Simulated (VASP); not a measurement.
Here is a VASP 6.6.1 calculation.

Contents of INCAR:

```
SYSTEM = MnSe
ALGO = Normal
EDIFF = 1E-6
ENCUT = 520
ISIF = 2
ISMEAR = 0
ISPIN = 2
LASPH = .TRUE.
LCHARG = .FALSE.
LMAXMIX = 4
LORBIT = 11
LREAL = .FALSE.
LWAVE = .FALSE.
MAGMOM = 4.13 0
NBANDS = 20
NELM = 150
PREC = Accurate
SIGMA = 0.2
```

KPOINTS

```
k-points
0
G
  14 14 14
  0 0 0
```

Contents of POSCAR:

```
MnSe
1.0
    0.0000000000      2.8292666587      2.8292666587
    2.8292666587      0.0000000000      2.8292666587
    2.8292666587      2.8292666587      0.0000000000
Mn Se
1 1
Direct
    0.0000000000      0.0000000000      0.0000000000
    0.7500000000      0.7500000000      0.7500000000
```

Potentials or basis: VASP PAW LDA potentials, release 64 (Mn_pv, Se).

Command:

```bash
$ cat potpaw_LDA.64/Mn_pv/POTCAR potpaw_LDA.64/Se/POTCAR > POTCAR
$ mpirun -np 1 vasp_std > vasp.out
```

(1) Predict the site moments.

(2) Estimate the pressure.

(3) Estimate the net moment.

Results:

(1) Mn +3.89; Se +0.06 μB.

(2) -1.5 GPa.

(3) 4.35 μB per cell.

Caveat: a cell with one magnetic atom can't hold antiferromagnetic order, which such compounds often take.
